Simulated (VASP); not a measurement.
# RbBr in VASP: a series of runs, part 2 of 3

VASP 6.6.1. Earlier steps stand in the parts before.

### 3 Single point, PBEsol (mode 5 frozen in at -0.346 Å and mode 6 at -0.346 Å (largest displacements))

INCAR reads:

```
PREC = Accurate ; ENCUT = 520
EDIFF = 1E-6 ; ISMEAR = 0
SIGMA = 0.05 ; LREAL = False
LASPH = True ; NELM = 100
ALGO = Normal ; ISIF = 2
LWAVE = False ; LCHARG = True
GGA = PS ; LELF = True
LVHAR = True ; NBANDS = 15
```

KPOINTS reads:

```
Automatic mesh
0
Gamma
  6 6 6
```

POSCAR reads:

```
RbBr
1.0
    4.0701688540      0.0000000000      0.0000000000
    0.0000000000      4.0701688540      0.0000000000
    0.0000000000      0.0000000000      4.0701688540
Rb Br
1 1
Direct
    0.0000000000     -0.0793829626     -0.0793829626
    0.5000000000      0.5849104822      0.5849104822
```

Potentials or basis: VASP PAW PBE potentials, release 64 (Rb_sv, Br).

Started as:

```console
$ cat potpaw_PBE.64/Rb_sv/POTCAR potpaw_PBE.64/Br/POTCAR > POTCAR
$ mpirun -np 1 vasp_std > vasp.out
```

OUTCAR:

```text
PREC = Accurate
   ENCUT = 520
   EDIFF = 1E-6
   ISMEAR = 0
   LREAL = False
   LASPH = True
   NELM = 100
   ISIF = 2
   GGA = PS

 ion  position               nearest neighbor table
   1  0.000  0.921  0.921-   2 2.81   2 2.81   2 3.65   2 3.65   2 3.65   2 3.65
   2  0.500  0.585  0.585-   1 2.81   1 2.81   1 3.65   1 3.65   1 3.65   1 3.65

  LATTYP: Found a simple cubic cell.
 ALAT       =     4.0701688540

  Lattice vectors:

 A1 = (   4.0701688540,   0.0000000000,   0.0000000000)
 A2 = (   0.0000000000,   4.0701688540,   0.0000000000)
 A3 = (   0.0000000000,   0.0000000000,   4.0701688540)

Analysis of symmetry for initial positions (statically):
=====================================================================
 Subroutine PRICEL returns:
 Original cell was already a primitive cell.

 Routine SETGRP: Setting up the symmetry group for a
 simple cubic supercell.

 Subroutine GETGRP returns: Found  4 space group operations
 (whereof  4 operations were pure point group operations)
 out of a pool of 48 trial point group operations.

The static configuration has the point symmetry C_2v.

Analysis of symmetry for dynamics (positions and initial velocities):
=====================================================================
 Subroutine PRICEL returns:
 Original cell was already a primitive cell.

 Routine SETGRP: Setting up the symmetry group for a
 simple cubic supercell.

 Subroutine GETGRP returns: Found  4 space group operations
 (whereof  4 operations were pure point group operations)
 out of a pool of 48 trial point group operations.

The dynamic configuration has the point symmetry C_2v.

 Subroutine INISYM returns: Found  4 space group operations
 (whereof  4 operations are pure point group operations),
 and found     1 'primitive' translations

----------------------------------------------------------------------------------------

                                     Primitive cell

  volume of cell :      67.4275

  direct lattice vectors                    reciprocal lattice vectors
     4.070168854  0.000000000  0.000000000     0.245690053  0.000000000  0.000000000
     0.000000000  4.070168854  0.000000000     0.000000000  0.245690053  0.000000000
     0.000000000  0.000000000  4.070168854     0.000000000  0.000000000  0.245690053

  length of vectors
     4.070168854  4.070168854  4.070168854     0.245690053  0.245690053  0.245690053

  position of ions in fractional coordinates (direct lattice)
     0.000000000  0.920617037  0.920617037
     0.500000000  0.584910482  0.584910482

  ion indices of the primitive-cell ions
   primitive index   ion index
                 1           1
                 2           2

----------------------------------------------------------------------------------------

 KPOINTS: Automatic mesh

Automatic generation of k-mesh.
 Grid dimensions read from file:
 generate k-points for:    6    6    6

 Generating k-lattice:

  Cartesian coordinates                     Fractional coordinates (reciprocal lattice)
     0.040948342  0.000000000  0.000000000     0.166666667  0.000000000  0.000000000
     0.000000000  0.040948342  0.000000000     0.000000000  0.166666667  0.000000000
[... 39 lines left out ...]
 [... further k-points ...]
   k-points           NKPTS =     52   k-points in BZ     NKDIM =     52   number of bands    NBANDS=     15
   number of dos      NEDOS =    301   number of ions     NIONS =      2
   total plane-waves  NPLWV =  27000
   dimension x,y,z NGX =    30 NGY =   30 NGZ =   30
   dimension x,y,z NGXF=    60 NGYF=   60 NGZF=   60
   ions per type =               1   1
   NGX,Y,Z   is equivalent  to a cutoff of  12.25, 12.25, 12.25 a.u.
   NGXF,Y,Z  is equivalent  to a cutoff of  24.51, 24.51, 24.51 a.u.
 SYSTEM =  unknown system
   PREC   = accura    normal or accurate (medium, high low for compatibility)
   ISTART =      0    job   : 0-new  1-cont  2-samecut
   ICHARG =      2    charge: 1-file 2-atom 10-const
   ISPIN  =      1    spin polarized calculation?
   LNONCOLLINEAR =      F non collinear calculations
   LSORBIT =      F    spin-orbit coupling
   LASPH  =      T    aspherical Exc in radial PAW
   ENCUT  =  520.0 eV  38.22 Ry    6.18 a.u.   7.57  7.57  7.57*2*pi/ulx,y,z
   NELM   =    100;   NELMIN=  2; NELMDL= -5     # of ELM steps
   EDIFF  = 0.1E-05   stopping-criterion for ELM
   LREAL  =      F    real-space projection
   EDIFFG = 0.1E-04   stopping-criterion for IOM
   NSW    =      0    number of steps for IOM
   IBRION =     -1    ionic relax: 0-MD 1-quasi-New 2-CG
   NFREE  =      0    steps in history (QN), initial steepest desc. (CG)
   ISIF   =      2    stress and relaxation
   ISYM   =      2    0-nonsym 1-usesym 2-fastsym
   POTIM  = 0.5000    time-step for ionic-motion
   TEBEG  =    0.0;   TEEND  =   0.0 temperature during run
   PSTRESS=    0.0 pullay stress
   NELECT =      16.0000    total number of electrons
   NUPDOWN=      -1.0000    fix difference up-down
   EMIN   =  10.00;   EMAX   =-10.00  energy-range for DOS
   EFERMI =   0.00;   METHOD = LEGACY
   ISMEAR =     0;   SIGMA  =   0.05  broadening in eV -4-tet -1-fermi 0-gaus
   EFERMI_NEDOS =   21; number of points for ismear=-14 and -15
   IALGO  =     38    algorithm
   IMIX   =      4    mixing-type and parameters
     AMIX     =   0.40;   BMIX     =  1.00
     AMIX_MAG =   1.60;   BMIX_MAG =  1.00
  volume/ion in A,a.u.               =      33.71       227.51
  Fermi-wavevector in a.u.,A,eV,Ry     =   1.013528  1.915290 13.976434  1.027239
  Thomas-Fermi vector in A             =   2.146702
   LORBIT       =      0    0 simple, 1 ext, 2 COOP (PROOUT), +10 PAW based schemes
   GGA     = PS    functional components
   LHFCALC =     F    Hartree Fock is set to
   AEXX    =    0.0000 exact exchange contribution
   IVDW    =     0    specifies the selected vdW correction
   LEPSILON=     F    determine dielectric tensor
   LRPA    =     F    only Hartree local field effects (RPA)
 non-spin polarized calculation
 Gauss-broadening in eV      SIGMA  =   0.05
  energy-cutoff  :      520.00
  volume of cell :       67.43
 maximum number of plane-waves:      1856
   NGX = 15   NGY = 15   NGZ = 15

 number of electron      15.9999999 magnetization

 Free energy of the ion-electron system (eV)
  ---------------------------------------------------
  ext. energy  EPLUGINS =         0.00000000
  ---------------------------------------------------
  free energy    TOTEN  =        -5.56580119 eV

  energy without entropy =       -5.56580119  energy(sigma->0) =       -5.56580119

 E-fermi :  -0.5190     XC(G=0):  -8.1408

 val. band max:       -0.7352528521   @ k =   0.3333   0.0000   0.5000
 cond. band min:       3.4467014386   @ k =   0.0000   0.0000   0.0000
 fundamental gap:      4.1819542907
 Fermi energy:        -0.5190105613

 k-point     1 :       0.0000    0.0000    0.0000
  band No.  band energies     occupation
      1     -25.3439      2.00000
      2     -13.5547      2.00000
      3      -9.4923      2.00000
      4      -9.3301      2.00000
      5      -9.2684      2.00000
      6      -1.1716      2.00000
      7      -0.9658      2.00000
      8      -0.8665      2.00000
      9       3.4467      0.00000
     10       5.3267      0.00000
     11       6.1996      0.00000
     12       9.2538      0.00000
     13       9.5656      0.00000
     14       9.9617      0.00000
[... 401 lines left out ...]
      2     -13.5142      2.00000
      3      -9.8600      2.00000
      4      -9.5222      2.00000
      5      -9.3107      2.00000
      6      -1.7050      2.00000
      7      -1.5905      2.00000
      8      -0.7454      2.00000
      9       4.9297      0.00000
     10       6.1230      0.00000
     11       7.4587      0.00000
     12       7.5895      0.00000
     13       9.8696      0.00000
     14      10.5743      0.00000
     15      11.5482      0.00000

 [... further k-points ...]

------------------------ aborting loop because EDIFF is reached ----------------------------------------

  FORCE on cell =-STRESS in cart. coord.  units (eV):
  Direction    XX          YY          ZZ          XY          YZ          ZX
  --------------------------------------------------------------------------------------
  -------------------------------------------------------------------------------------
  Total        4.3872285      2.0608789      2.0608789      0.0000000      2.1665958      0.0000000
  in kB      104.2469989     48.9695122     48.9695122      0.0000000     51.4815009      0.0000000
  external PRESSURE =      67.3953411 kB  Pullay stress =       0.0000000 kB

 VOLUME and BASIS-vectors are now :
 -----------------------------------------------------------------------------
  energy-cutoff  :      520.00
  volume of cell :       67.43
      direct lattice vectors                 reciprocal lattice vectors
     4.070168854  0.000000000  0.000000000     0.245690053  0.000000000  0.000000000
     0.000000000  4.070168854  0.000000000     0.000000000  0.245690053  0.000000000
     0.000000000  0.000000000  4.070168854     0.000000000  0.000000000  0.245690053

 POSITION                                       TOTAL-FORCE (eV/Angst)
 -----------------------------------------------------------------------------------
      0.00000      3.74707      3.74707         0.000000      1.598122      1.598122
      2.03508      2.38068      2.38068         0.000000     -1.598122     -1.598122
 -----------------------------------------------------------------------------------
    total drift:                                0.000000      0.000112      0.000112

  FREE ENERGIE OF THE ION-ELECTRON SYSTEM (eV)
  ---------------------------------------------------
  free  energy   TOTEN  =        -5.5658011946 eV

  energy  without entropy=       -5.5658011945  energy(sigma->0) =       -5.56580119
```

OSZICAR:

```text
N       E                     dE             d eps       ncg     rms          rms(c)
DAV:   1     0.785502565068E+02    0.78550E+02   -0.65714E+03  1560   0.909E+02
DAV:   2    -0.327244708481E+00   -0.78878E+02   -0.73454E+02  2103   0.170E+02
DAV:   3    -0.567138504702E+01   -0.53441E+01   -0.53253E+01  2321   0.442E+01
DAV:   4    -0.583185967847E+01   -0.16047E+00   -0.16045E+00  2175   0.575E+00
DAV:   5    -0.583382749665E+01   -0.19678E-02   -0.19678E-02  2294   0.568E-01    0.589E+00
DAV:   6    -0.559159055684E+01    0.24224E+00   -0.25697E-01  2015   0.296E+00    0.385E+00
DAV:   7    -0.556162238277E+01    0.29968E-01   -0.17455E-01  2106   0.241E+00    0.122E+00
DAV:   8    -0.556518863731E+01   -0.35663E-02   -0.18921E-02  1679   0.859E-01    0.141E-01
DAV:   9    -0.556551753915E+01   -0.32890E-03   -0.11320E-03  2251   0.223E-01    0.681E-02
DAV:  10    -0.556575621592E+01   -0.23868E-03   -0.27294E-04  1735   0.982E-02    0.285E-02
DAV:  11    -0.556579799839E+01   -0.41782E-04   -0.45739E-05  2029   0.449E-02    0.957E-03
DAV:  12    -0.556580101986E+01   -0.30215E-05   -0.49075E-06  1987   0.163E-02    0.501E-03
DAV:  13    -0.556580119455E+01   -0.17470E-06   -0.10874E-06  1779   0.664E-03
   1 F= -.55658012E+01 E0= -.55658012E+01  d E =-.511975E-11
```

stdout:

```text
POSCAR found type information on POSCAR RbBr
 POSCAR found :  2 types and       2 ions
 scaLAPACK will be used
 -----------------------------------------------------------------------------
|                                                                             |
|                                                                             |
|     You enforced a specific xc type in the INCAR file but a different       |
|     I HOPE YOU KNOW WHAT YOU ARE DOING!                                     |
|                                                                             |
 -----------------------------------------------------------------------------

 LDA part: xc-table for (Slater+PW92), standard interpolation
 POSCAR, INCAR and KPOINTS ok, starting setup
 FFT: planning ... GRIDC
 FFT: planning ... GRID_SOFT
 FFT: planning ... GRID
 WAVECAR not read
 entering main loop
```

Wall time 38 s (1 thread of Intel Xeon 6975P-C (Granite Rapids), shared host); peak memory 0.19 GiB.

Results:

- Free energy: -5.5658 eV
- Pressure: 6.7 GPa
- Largest force: 2.260 eV/Å
- Band gap on the k mesh: 4.18 eV, indirect (least direct gap 4.31 eV)

Forces on the atoms (eV/Å):
```
Rb   0.000  1.598  1.598
Br   0.000 -1.598 -1.598
```

Stress tensor (GPa, compression positive):
```
10.42  0.00  0.00
 0.00  4.90  5.15
 0.00  5.15  4.90
```

Levels at points of the mesh, in eV from the valence-band top:
```tsv
k point	band 4	band 5	band 6	band 7	band 8	band 9	band 10	band 11	band 12	band 13
(0.00, 0.00, 0.00)	-8.59	-8.53	-0.44	-0.23	-0.13	4.18	6.06	6.93	9.99	10.30
(0.50, 0.00, 0.00)	-8.55	-8.52	-1.50	-0.13	-0.09	6.42	6.64	7.01	7.16	11.12
(0.00, 0.50, 0.00)	-8.68	-8.52	-1.68	-0.32	-0.13	6.38	6.97	8.10	8.74	9.43
(0.50, 0.50, 0.00)	-8.79	-8.58	-0.97	-0.86	-0.01	5.67	6.86	8.19	8.32	10.60
(0.00, 0.50, 0.50)	-8.69	-8.62	-1.21	-1.01	-0.29	5.41	6.72	8.05	9.19	10.70
(0.50, 0.50, 0.50)	-8.88	-8.86	-1.43	-0.96	-0.86	7.23	7.31	8.46	9.85	11.53
```

Caveat: the cell differs from its parent crystal (mode 5 frozen in at -0.346 Å and mode 6 at -0.346 Å (largest displacements)); the PAW data sets were made with another functional, which shifts forces and pressure a little.

[end of part 2 of 3]
